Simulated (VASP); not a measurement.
# Sc (Fm-3m) in VASP: notebook

Sc is run at these levels: PBE; tasks: single point.

All numbers are computed with VASP 6.6.1; they aren't measurements. Logs are shortened: lines on timing, memory, paths and dates and some standing lists are left out, and cuts for length are marked.

## Step 1: The cell of the first run

It takes space group Fm-3m (No. 225, cubic). The conventional cell has a = 4.621 Å, b = 4.621 Å, c = 4.621 Å, α = 90.00°, β = 90.00°, γ = 90.00°. Within 4.3 Å of Sc (site symmetry m-3m) lie 12 Sc at 3.27 Å.

This isn't the form of Sc at room conditions, which is hcp.

## Step 2: Single point, PBE (24.67 Å³/atom)

File INCAR:

```
PREC = Accurate
ENCUT = 520
EDIFF = 1E-6
ISMEAR = 0
SIGMA = 0.05
LREAL = False
LASPH = True
NELM = 60
ALGO = Fast
ISIF = 2
LWAVE = False
LCHARG = False
GGA = PE
NBANDS = 12
```

File KPOINTS:

```
Automatic mesh
0
Gamma
  8 8 8
```

File POSCAR:

```
Sc
1.0
    0.0000000000      2.3104254817      2.3104254817
    2.3104254817      0.0000000000      2.3104254817
    2.3104254817      2.3104254817      0.0000000000
Sc
1
Direct
    0.0000000000      0.0000000000      0.0000000000
```

Potentials or basis: VASP PAW PBE potentials, release 64 (Sc_sv).

Command:

```bash
$ cat potpaw_PBE.64/Sc_sv/POTCAR > POTCAR
$ mpirun -np 1 vasp_std > vasp.out
```

OUTCAR:

```text
PREC = Accurate
   ENCUT = 520
   EDIFF = 1E-6
   ISMEAR = 0
   LREAL = False
   LASPH = True
   NELM = 60
   ISIF = 2
   GGA = PE

 ion  position               nearest neighbor table
   1  0.000  0.000  0.000-

  LATTYP: Found a face centered cubic cell.
 ALAT       =     4.6208509634

  Lattice vectors:

 A1 = (   0.0000000000,   2.3104254817,   2.3104254817)
 A2 = (   2.3104254817,   0.0000000000,   2.3104254817)
 A3 = (   2.3104254817,   2.3104254817,   0.0000000000)

Analysis of symmetry for initial positions (statically):
=====================================================================
 Subroutine PRICEL returns:
 Original cell was already a primitive cell.

 Routine SETGRP: Setting up the symmetry group for a
 face centered cubic supercell.

 Subroutine GETGRP returns: Found 48 space group operations
 (whereof 48 operations were pure point group operations)
 out of a pool of 48 trial point group operations.

The static configuration has the point symmetry O_h .

Analysis of symmetry for dynamics (positions and initial velocities):
=====================================================================
 Subroutine PRICEL returns:
 Original cell was already a primitive cell.

 Routine SETGRP: Setting up the symmetry group for a
 face centered cubic supercell.

 Subroutine GETGRP returns: Found 48 space group operations
 (whereof 48 operations were pure point group operations)
 out of a pool of 48 trial point group operations.

The dynamic configuration has the point symmetry O_h .

 Subroutine INISYM returns: Found 48 space group operations
 (whereof 48 operations are pure point group operations),
 and found     1 'primitive' translations

----------------------------------------------------------------------------------------

                                     Primitive cell

  volume of cell :      24.6664

  direct lattice vectors                    reciprocal lattice vectors
     0.000000000  2.310425482  2.310425482    -0.216410356  0.216410356  0.216410356
     2.310425482  0.000000000  2.310425482     0.216410356 -0.216410356  0.216410356
     2.310425482  2.310425482  0.000000000     0.216410356  0.216410356 -0.216410356

  length of vectors
     3.267435051  3.267435051  3.267435051     0.374833731  0.374833731  0.374833731

  position of ions in fractional coordinates (direct lattice)
     0.000000000  0.000000000  0.000000000

  ion indices of the primitive-cell ions
[... 81 lines left out ...]
   ISYM   =      2    0-nonsym 1-usesym 2-fastsym
   POTIM  = 0.5000    time-step for ionic-motion
   TEBEG  =    0.0;   TEEND  =   0.0 temperature during run
   PSTRESS=    0.0 pullay stress
   NELECT =      11.0000    total number of electrons
   NUPDOWN=      -1.0000    fix difference up-down
   EMIN   =  10.00;   EMAX   =-10.00  energy-range for DOS
   EFERMI =   0.00;   METHOD = LEGACY
   ISMEAR =     0;   SIGMA  =   0.05  broadening in eV -4-tet -1-fermi 0-gaus
   EFERMI_NEDOS =   21; number of points for ismear=-14 and -15
   IALGO  =     68    algorithm
   IMIX   =      4    mixing-type and parameters
     AMIX     =   0.40;   BMIX     =  1.00
     AMIX_MAG =   1.60;   BMIX_MAG =  1.00
  volume/ion in A,a.u.               =      24.67       166.46
  Fermi-wavevector in a.u.,A,eV,Ry     =   1.250750  2.363574 21.284614  1.564375
  Thomas-Fermi vector in A             =   2.384729
   LORBIT       =      0    0 simple, 1 ext, 2 COOP (PROOUT), +10 PAW based schemes
   GGA     = PE    functional components
   LHFCALC =     F    Hartree Fock is set to
   AEXX    =    0.0000 exact exchange contribution
   IVDW    =     0    specifies the selected vdW correction
   LEPSILON=     F    determine dielectric tensor
   LRPA    =     F    only Hartree local field effects (RPA)
 non-spin polarized calculation
 RMM-DIIS sequential band-by-band and
 Gauss-broadening in eV      SIGMA  =   0.05
  energy-cutoff  :      520.00
  volume of cell :       24.67
 maximum number of plane-waves:       684
   NGX = 13   NGY = 13   NGZ = 13

 number of electron      10.9999999 magnetization

 Free energy of the ion-electron system (eV)
  ---------------------------------------------------
  ext. energy  EPLUGINS =         0.00000000
  ---------------------------------------------------
  free energy    TOTEN  =        -6.19790762 eV

  energy without entropy =       -6.19342634  energy(sigma->0) =       -6.19566698

 E-fermi :   3.7600     XC(G=0):  -9.8723

 val. band max:        3.7339778697   @ k =   0.5000   0.1250   0.0000
 cond. band min:       3.7798298602   @ k =  -0.2500   0.3750   0.1250
 fundamental gap:      0.0458519904
 Fermi energy:         3.7599819617

 k-point     1 :       0.0000    0.0000    0.0000
  band No.  band energies     occupation
      1     -45.7034      2.00000
      2     -24.1205      2.00000
      3     -24.1205      2.00000
      4     -24.1205      2.00000
      5      -1.4532      2.00000
      6       5.3146      0.00000
      7       5.3146      0.00000
      8       5.3146      0.00000
      9       6.6899      0.00000
     10       6.6899      0.00000
     11      16.2345      0.00000
     12      19.6229      0.00000
[... 331 lines left out ...]
 k-point    24 :      -0.3750    0.2500    0.1250
  band No.  band energies     occupation
      1     -45.6348      2.00000
      2     -24.4584      2.00000
      3     -24.2746      2.00000
      4     -24.2046      2.00000
      5       2.8347      2.00000
      6       3.4348      2.00000
      7       4.5577      0.00000
      8       5.8567      0.00000
      9       7.4389      0.00000
     10       8.7224      0.00000
     11      10.2565      0.00000
     12      14.7950      0.00000

 [... further k-points ...]

------------------------ aborting loop because EDIFF is reached ----------------------------------------

  FORCE on cell =-STRESS in cart. coord.  units (eV):
  Direction    XX          YY          ZZ          XY          YZ          ZX
  --------------------------------------------------------------------------------------
  -------------------------------------------------------------------------------------
  Total        0.0031645      0.0031645      0.0031645      0.0000000      0.0000000     -0.0000000
  in kB        0.2055495      0.2055495      0.2055495      0.0000000      0.0000000     -0.0000000
  external PRESSURE =       0.2055495 kB  Pullay stress =       0.0000000 kB

 VOLUME and BASIS-vectors are now :
 -----------------------------------------------------------------------------
  energy-cutoff  :      520.00
  volume of cell :       24.67
      direct lattice vectors                 reciprocal lattice vectors
     0.000000000  2.310425482  2.310425482    -0.216410356  0.216410356  0.216410356
     2.310425482  0.000000000  2.310425482     0.216410356 -0.216410356  0.216410356
     2.310425482  2.310425482  0.000000000     0.216410356  0.216410356 -0.216410356

 POSITION                                       TOTAL-FORCE (eV/Angst)
 -----------------------------------------------------------------------------------
      0.00000      0.00000      0.00000         0.000000      0.000000      0.000000
 -----------------------------------------------------------------------------------
    total drift:                               -0.000000      0.000000     -0.000000

  FREE ENERGIE OF THE ION-ELECTRON SYSTEM (eV)
  ---------------------------------------------------
  free  energy   TOTEN  =        -6.1979076177 eV

  energy  without entropy=       -6.1934263436  energy(sigma->0) =       -6.19566698
```

OSZICAR:

```text
N       E                     dE             d eps       ncg     rms          rms(c)
DAV:   1     0.702408996419E+02    0.70241E+02   -0.50674E+03   696   0.896E+02
DAV:   2    -0.546937956287E+01   -0.75710E+02   -0.73983E+02   696   0.277E+02
DAV:   3    -0.687288747928E+01   -0.14035E+01   -0.13732E+01   888   0.492E+01
[... 15 lines left out ...]
RMM:  19    -0.619801374002E+01    0.65785E-04   -0.17453E-05  1051   0.507E-02    0.770E-02
RMM:  20    -0.619792509897E+01    0.88641E-04   -0.83452E-05  1217   0.104E-01    0.315E-02
RMM:  21    -0.619790929209E+01    0.15807E-04   -0.21749E-05  1089   0.590E-02    0.107E-02
RMM:  22    -0.619790767619E+01    0.16159E-05   -0.23006E-06   635   0.239E-02    0.269E-03
RMM:  23    -0.619790761768E+01    0.58511E-07   -0.85603E-07   461   0.125E-02
   1 F= -.61979076E+01 E0= -.61956670E+01  d E =-.448127E-02
```

stdout:

```text
POSCAR found type information on POSCAR Sc
 POSCAR found :  1 types and       1 ions
 scaLAPACK will be used
 LDA part: xc-table for (Slater+PW92), standard interpolation
 POSCAR, INCAR and KPOINTS ok, starting setup
 FFT: planning ... GRIDC
 FFT: planning ... GRID_SOFT
 FFT: planning ... GRID
 WAVECAR not read
 entering main loop
```

Run time: 7.8 s. Hardware: 1 thread of Intel Xeon Platinum 8488C (Sapphire Rapids), shared host; peak memory 0.13 GiB.

What came out:

| Quantity | Value |
| --- | --- |
| Free energy | -6.1979 eV |
| Pressure | 0.0 GPa |
| Band gap on the k mesh | zero (an odd number of electrons rules out a gap without spin polarisation) |

## Step 3: Single point, PBE (24.91 Å³/atom)

This run uses another cell than the first one, of 24.91 Å³/atom.

File INCAR:

```
PREC     = Accurate       # precision mode
ENCUT    = 520            # plane-wave cutoff, eV
EDIFF    = 1E-6           # SCF threshold, eV
ISMEAR   = 0              # smearing method
SIGMA    = 0.05           # smearing width, eV
LREAL    = False          # projectors in reciprocal space
LASPH    = True           # aspherical terms in the spheres
NELM     = 80             # most SCF steps
ALGO     = Normal         # electronic algorithm
ISIF     = 2              # what is computed and relaxed
LWAVE    = False          # write WAVECAR
LCHARG   = False          # write CHGCAR
GGA      = PE             # functional
NBANDS   = 12             # bands
```

KPOINTS is that of step 2.

File POSCAR:

```
Sc
1.0
    0.0000000000      2.3180609582      2.3180609582
    2.3180609582      0.0000000000      2.3180609582
    2.3180609582      2.3180609582      0.0000000000
Sc
1
Direct
    0.0000000000      0.0000000000      0.0000000000
```

Potentials or basis: VASP PAW PBE potentials, release 64 (Sc_sv).

Command:

```bash
$ cat potpaw_PBE.64/Sc_sv/POTCAR > POTCAR
$ mpirun -np 1 vasp_std > vasp.out
```

Run time: 4 s. Hardware: 1 thread of Intel Xeon Platinum 8488C (Sapphire Rapids), shared host; peak memory 0.13 GiB.

It converged, with:

| Property | Result |
| --- | --- |
| Free energy | -6.1976 eV |
| Pressure | -0.5 GPa |
| Band gap on the k mesh | zero (an odd number of electrons rules out a gap without spin polarisation) |

Levels at points of the mesh, in eV from the Fermi level:
```csv
k point,band 3,band 4,band 5,band 6,band 7,band 8
"(0.00, 0.00, 0.00)",-27.91,-27.91,-5.19,1.54,1.54,1.54
"(0.50, 0.00, 0.00)",-27.96,-27.96,-1.78,0.18,1.43,1.43
"(0.50, 0.50, 0.00)",-28.05,-28.05,-1.52,-0.63,1.86,3.77
```
